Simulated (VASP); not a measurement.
# Be24F in VASP: single point with PBE

Aim: the single point of Be24F with PBE.

All numbers are computed with VASP 6.6.1; they aren't measurements. Logs are shortened: lines on timing, memory, paths and dates and some standing lists are left out, and cuts for length are marked.

**1. The cell of the first run**

The cell holds a slab with vacuum, 25 atoms: a = 4.525 Å, b = 7.134 Å, c = 19.869 Å, α = 90.00°, β = 90.00°, γ = 90.00°.

**2. Single point, PBE**

Contents of INCAR:

```
  PREC = Accurate
  ENCUT = 520
  EDIFF = 1E-6
  ISMEAR = 0
  SIGMA = 0.1
  LREAL = Auto
  LASPH = True
  NELM = 100
  ALGO = Fast
  ISIF = 2
  LWAVE = False
  LCHARG = False
  LDIPOL = True
  IDIPOL = 3
  DIPOL = 0.5 0.5 0.321
  GGA = PE
  NBANDS = 46
```

Contents of KPOINTS:

```
regular mesh
0
Gamma
  6 4 1
```

Contents of POSCAR:

```
Be24F
1.0
    4.5254381414      0.0000000000      0.0000000000
    0.0000000000      7.1336190818      0.0000000000
    0.0000000000      0.0000000000     19.8685529777
Be F
24 1
Direct
    0.0000000000      0.3750000000      0.2013231665
    0.0000000000      0.8750000000      0.2013231665
    0.5000000000      0.3750000000      0.2013231665
    0.5000000000      0.8750000000      0.2013231665
    0.2500000000      0.1250000000      0.2341987732
    0.2500000000      0.6250000000      0.2341987732
    0.7500000000      0.1250000000      0.2341987732
    0.7500000000      0.6250000000      0.2341987732
    0.2500000000      0.3750000000      0.2999499865
    0.2500000000      0.8750000000      0.2999499865
    0.7500000000      0.3750000000      0.2999499865
    0.7500000000      0.8750000000      0.2999499865
    0.0000000000      0.1250000000      0.3268353583
    0.0000000000      0.6250000000      0.3268353583
    0.5000000000      0.1250000000      0.3268353583
    0.5000000000      0.6250000000      0.3268353583
    0.0000000000      0.3750000000      0.3993099146
    0.0000000000      0.8750000000      0.3993099146
    0.5000000000      0.3750000000      0.3993099146
    0.5000000000      0.8750000000      0.3993099146
    0.2500000000      0.1250000000      0.4211958962
    0.2500000000      0.6250000000      0.4211958962
    0.7500000000      0.1250000000      0.4211958962
    0.7500000000      0.6250000000      0.4211958962
    0.5000000000      0.1250000000      0.4828638743
```

Potentials or basis: VASP PAW PBE potentials, release 64 (Be, F).

Launch:

```
$ cat potpaw_PBE.64/Be/POTCAR potpaw_PBE.64/F/POTCAR > POTCAR
$ mpirun -np 1 vasp_std > vasp.out
```

OUTCAR:

```text
PREC = Accurate
   ENCUT = 520
   EDIFF = 1E-6
   ISMEAR = 0
   LREAL = Auto
   LASPH = True
   NELM = 100
   ISIF = 2
   GGA = PE

 ion  position               nearest neighbor table
   1  0.000  0.375  0.201-   5 2.21   6 2.21   7 2.21   8 2.21   3 2.26   3 2.26  11 2.26   9 2.26

   2  0.000  0.875  0.201-   5 2.21   6 2.21   7 2.21   8 2.21   4 2.26   4 2.26  12 2.26  10 2.26

   3  0.500  0.375  0.201-   5 2.21   6 2.21   7 2.21   8 2.21   1 2.26   1 2.26  11 2.26   9 2.26
[... 39 lines left out ...]
  23  0.750  0.125  0.421-  25 1.67  18 2.16  19 2.16  20 2.16  17 2.16  15 2.19  13 2.19  21 2.26
                            21 2.26
  24  0.750  0.625  0.421-  17 2.16  18 2.16  19 2.16  20 2.16  14 2.19  16 2.19  22 2.26  22 2.26

  25  0.500  0.125  0.483-  21 1.67  23 1.67

  LATTYP: Found a simple orthorhombic cell.
 ALAT       =     4.5254381414
 B/A-ratio  =     1.5763377730
 C/A-ratio  =     4.3904153271

  Lattice vectors:

 A1 = (   4.5254381414,   0.0000000000,   0.0000000000)
 A2 = (   0.0000000000,   7.1336190818,   0.0000000000)
 A3 = (   0.0000000000,   0.0000000000,  19.8685529777)

Analysis of symmetry for initial positions (statically):
=====================================================================
 Subroutine PRICEL returns:
 Original cell was already a primitive cell.

 Routine SETGRP: Setting up the symmetry group for a
 simple orthorhombic supercell.

 Subroutine GETGRP returns: Found  4 space group operations
 (whereof  2 operations were pure point group operations)
 out of a pool of  8 trial point group operations.

The static configuration has the point symmetry C_1h.
 The point group associated with its full space group is C_2v.

Analysis of symmetry for dynamics (positions and initial velocities):
=====================================================================
 Subroutine PRICEL returns:
 Original cell was already a primitive cell.

 Routine SETGRP: Setting up the symmetry group for a
 simple orthorhombic supercell.

 Subroutine GETGRP returns: Found  4 space group operations
 (whereof  2 operations were pure point group operations)
 out of a pool of  8 trial point group operations.

The dynamic configuration has the point symmetry C_1h.
 The point group associated with its full space group is C_2v.

 Subroutine INISYM returns: Found  4 space group operations
 (whereof  2 operations are pure point group operations),
 and found     1 'primitive' translations

----------------------------------------------------------------------------------------

                                     Primitive cell

  volume of cell :     641.4116

  direct lattice vectors                    reciprocal lattice vectors
     4.525438141  0.000000000  0.000000000     0.220973079  0.000000000  0.000000000
     0.000000000  7.133619082  0.000000000     0.000000000  0.140181300  0.000000000
     0.000000000  0.000000000 19.868552978     0.000000000  0.000000000  0.050330792

  length of vectors
     4.525438141  7.133619082 19.868552978     0.220973079  0.140181300  0.050330792

  position of ions in fractional coordinates (direct lattice)
     0.000000000  0.375000000  0.201323167
     0.000000000  0.875000000  0.201323167
     0.500000000  0.375000000  0.201323167
     0.500000000  0.875000000  0.201323167
     0.250000000  0.125000000  0.234198773
     0.250000000  0.625000000  0.234198773
[... 17 lines left out ...]
     0.750000000  0.625000000  0.421195896
     0.500000000  0.125000000  0.482863874

  ion indices of the primitive-cell ions
   primitive index   ion index
                 1           1
                 2           2
                 3           3
                 4           4
                 5           5
                 6           6
[... 17 lines left out ...]
                24          24
                25          25

----------------------------------------------------------------------------------------

 KPOINTS: regular mesh

Automatic generation of k-mesh.
 Grid dimensions read from file:
 generate k-points for:    6    4    1

 Generating k-lattice:

  Cartesian coordinates                     Fractional coordinates (reciprocal lattice)
     0.036828847  0.000000000  0.000000000     0.166666667  0.000000000  0.000000000
     0.000000000  0.035045325  0.000000000     0.000000000  0.250000000  0.000000000
     0.000000000  0.000000000  0.050330792     0.000000000  0.000000000  1.000000000

  Length of vectors
     0.036828847  0.035045325  0.050330792

  Shift w.r.t. Gamma in fractional coordinates (k-lattice)
     0.000000000  0.000000000  0.000000000

 Subroutine IBZKPT returns following result:
 ===========================================

 Found     12 irreducible k-points:

 Following reciprocal coordinates:
            Coordinates               Weight
  0.000000  0.000000  0.000000      1.000000
  0.166667  0.000000  0.000000      2.000000
  0.333333  0.000000  0.000000      2.000000
  0.500000  0.000000  0.000000      1.000000
  0.000000  0.250000  0.000000      2.000000
  0.166667  0.250000  0.000000      4.000000
  0.333333  0.250000  0.000000      4.000000
  0.500000  0.250000  0.000000      2.000000
  0.000000  0.500000  0.000000      1.000000
  0.166667  0.500000  0.000000      2.000000
  0.333333  0.500000  0.000000      2.000000
  0.500000  0.500000  0.000000      1.000000
   k-points           NKPTS =     12   k-points in BZ     NKDIM =     12   number of bands    NBANDS=     46
   number of dos      NEDOS =    301   number of ions     NIONS =     25
   total plane-waves  NPLWV = 291600
   dimension x,y,z NGX =    36 NGY =   54 NGZ =  150
   dimension x,y,z NGXF=    72 NGYF=  108 NGZF=  300
   ions per type =              24   1
   NGX,Y,Z   is equivalent  to a cutoff of  13.22, 12.58, 12.55 a.u.
   NGXF,Y,Z  is equivalent  to a cutoff of  26.45, 25.17, 25.10 a.u.
 SYSTEM =  unknown system
   PREC   = accura    normal or accurate (medium, high low for compatibility)
   ISTART =      0    job   : 0-new  1-cont  2-samecut
   ICHARG =      2    charge: 1-file 2-atom 10-const
   ISPIN  =      1    spin polarized calculation?
   LNONCOLLINEAR =      F non collinear calculations
   LSORBIT =      F    spin-orbit coupling
   LASPH  =      T    aspherical Exc in radial PAW
   ENCUT  =  520.0 eV  38.22 Ry    6.18 a.u.   8.41 13.26 36.94*2*pi/ulx,y,z
   NELM   =    100;   NELMIN=  2; NELMDL= -5     # of ELM steps
   EDIFF  = 0.1E-05   stopping-criterion for ELM
   LREAL  =      T    real-space projection
   EDIFFG = 0.1E-04   stopping-criterion for IOM
   NSW    =      0    number of steps for IOM
   IBRION =     -1    ionic relax: 0-MD 1-quasi-New 2-CG
   NFREE  =      0    steps in history (QN), initial steepest desc. (CG)
   ISIF   =      2    stress and relaxation
   ISYM   =      2    0-nonsym 1-usesym 2-fastsym
   POTIM  = 0.5000    time-step for ionic-motion
   TEBEG  =    0.0;   TEEND  =   0.0 temperature during run
   PSTRESS=    0.0 pullay stress
   NELECT =      55.0000    total number of electrons
   NUPDOWN=      -1.0000    fix difference up-down
   EMIN   =  10.00;   EMAX   =-10.00  energy-range for DOS
   EFERMI =   0.00;   METHOD = LEGACY
   ISMEAR =     0;   SIGMA  =   0.10  broadening in eV -4-tet -1-fermi 0-gaus
   EFERMI_NEDOS =   21; number of points for ismear=-14 and -15
   IALGO  =     68    algorithm
   IMIX   =      4    mixing-type and parameters
     AMIX     =   0.40;   BMIX     =  1.00
     AMIX_MAG =   1.60;   BMIX_MAG =  1.00
  volume/ion in A,a.u.               =      25.66       173.14
  Fermi-wavevector in a.u.,A,eV,Ry     =   0.721911  1.364213  7.090745  0.521155
  Thomas-Fermi vector in A             =   1.811739
   LORBIT       =      0    0 simple, 1 ext, 2 COOP (PROOUT), +10 PAW based schemes
   GGA     = PE    functional components
   LHFCALC =     F    Hartree Fock is set to
   AEXX    =    0.0000 exact exchange contribution
   IVDW    =     0    specifies the selected vdW correction
   LEPSILON=     F    determine dielectric tensor
   LRPA    =     F    only Hartree local field effects (RPA)
 non-spin polarized calculation
 RMM-DIIS sequential band-by-band and
 Gauss-broadening in eV      SIGMA  =   0.10
  energy-cutoff  :      520.00
  volume of cell :      641.41
 maximum number of plane-waves:     17327
 NGX is ok and might be reduce to    36
   NGX = 17   NGY = 27   NGZ = 73

 dipolmoment           0.000000      0.000000     -0.026524 electrons x Angstroem

 number of electron      55.0000004 magnetization

 dipolmoment           0.000000      0.000000      0.152402 electrons x Angstroem

 Free energy of the ion-electron system (eV)
  ---------------------------------------------------
  ext. energy  EPLUGINS =         0.00000000
  ---------------------------------------------------
  free energy    TOTEN  =       -88.55688528 eV

  energy without entropy =      -88.54136010  energy(sigma->0) =      -88.54912269

 E-fermi :  -1.2923     XC(G=0):  -4.1953

 val. band max:       -1.3351154478   @ k =   0.3333   0.0000   0.0000
 cond. band min:      -1.2704918384   @ k =   0.5000   0.5000   0.0000
 fundamental gap:      0.0646236095
 Fermi energy:        -1.2923320821

 k-point     1 :       0.0000    0.0000    0.0000
  band No.  band energies     occupation
      1     -26.0025      2.00000
      2     -11.5254      2.00000
      3      -9.5741      2.00000
      4      -9.3871      2.00000
      5      -9.3821      2.00000
      6      -8.1919      2.00000
[... 493 lines left out ...]
     38       3.3065      0.00000
     39       3.5097      0.00000
 [bands above 39 left out]

------------------------ aborting loop because EDIFF is reached ----------------------------------------

 vacuum level on the upper side and lower side of the slab       (xc-potential included)         0.410        -0.421

  FORCE on cell =-STRESS in cart. coord.  units (eV):
  Direction    XX          YY          ZZ          XY          YZ          ZX
  --------------------------------------------------------------------------------------
  -------------------------------------------------------------------------------------
  Total        0.3099217     -3.7572292      0.3759864      0.0000000      0.0000000      0.0000000
  in kB        0.7741512     -9.3851558      0.9391737      0.0000000      0.0000000      0.0000000
  external PRESSURE =      -2.5572770 kB  Pullay stress =       0.0000000 kB

 VOLUME and BASIS-vectors are now :
 -----------------------------------------------------------------------------
  energy-cutoff  :      520.00
  volume of cell :      641.41
      direct lattice vectors                 reciprocal lattice vectors
     4.525438141  0.000000000  0.000000000     0.220973079  0.000000000  0.000000000
     0.000000000  7.133619082  0.000000000     0.000000000  0.140181300  0.000000000
     0.000000000  0.000000000 19.868552978     0.000000000  0.000000000  0.050330792

 POSITION                                       TOTAL-FORCE (eV/Angst)
 -----------------------------------------------------------------------------------
      0.00000      2.67511      4.00000        -0.000000     -0.090897      0.536489
      0.00000      6.24192      4.00000        -0.000000      0.090897      0.536489
      2.26272      2.67511      4.00000        -0.000000      0.146639      0.573280
      2.26272      6.24192      4.00000        -0.000000     -0.146639      0.573280
      1.13136      0.89170      4.65319        -0.041688      0.000000     -0.607842
      1.13136      4.45851      4.65319         0.052125      0.000000     -0.823994
[... 17 lines left out ...]
      3.39408      4.45851      8.36855        -0.036896      0.000000      0.051374
      2.26272      0.89170      9.59381        -0.000000      0.000000      0.063442
 -----------------------------------------------------------------------------------
    total drift:                                0.000000      0.000000      0.002809

  FREE ENERGIE OF THE ION-ELECTRON SYSTEM (eV)
  ---------------------------------------------------
  free  energy   TOTEN  =       -88.5568852825 eV

  energy  without entropy=      -88.5413600956  energy(sigma->0) =      -88.54912269

 vacuum level on the upper side and lower side of the slab         3.891         3.037
```

Run time: 15 min. Hardware: 1 thread of AMD EPYC 9755, shared host; peak memory 0.65 GiB.

Results:

```yaml
Free_energy: -88.5569 eV
Largest_force: 1.007 eV/Å
Band_gap_on_the_k_mesh: zero (an odd number of electrons rules out a gap without spin polarisation)
```

Forces in eV/Å, atoms in the order of the input:
```
Be   0.000 -0.091  0.536
Be   0.000  0.091  0.536
Be   0.000  0.147  0.573
Be   0.000 -0.147  0.573
Be  -0.042  0.000 -0.608
Be   0.052  0.000 -0.824
Be   0.042  0.000 -0.608
Be  -0.052  0.000 -0.824
Be  -0.040  0.039  0.101
Be  -0.040 -0.039  0.101
Be   0.040  0.039  0.101
Be   0.040 -0.039  0.101
Be   0.000  0.000  0.055
Be   0.000  0.000  0.131
Be   0.000  0.000  0.217
Be   0.000  0.000 -0.196
Be   0.000  0.285 -0.266
Be   0.000 -0.285 -0.266
Be   0.000  0.799 -0.613
Be   0.000 -0.799 -0.613
Be   0.295  0.000  0.813
Be   0.037  0.000  0.051
Be  -0.295  0.000  0.813
Be  -0.037  0.000  0.051
F    0.000  0.000  0.063
```

Levels at points of the mesh, in eV from the Fermi level:
```csv
k point,band 24,band 25,band 26,band 27,band 28,band 29,band 30,band 31
"(0.00, 0.00, 0.00)",-2.16,-1.62,-0.80,-0.05,0.05,0.28,0.94,1.73
"(0.50, 0.00, 0.00)",-1.08,-0.84,-0.37,0.83,0.92,1.41,1.49,1.51
"(0.00, 0.50, 0.00)",-1.46,-1.08,-0.97,-0.84,-0.60,0.27,0.50,1.50
"(0.50, 0.50, 0.00)",-1.56,-0.42,-0.20,-0.15,0.02,0.52,0.57,0.71
```

The gap in the log of VASP goes by the Fermi energy; the results here count the filled bands.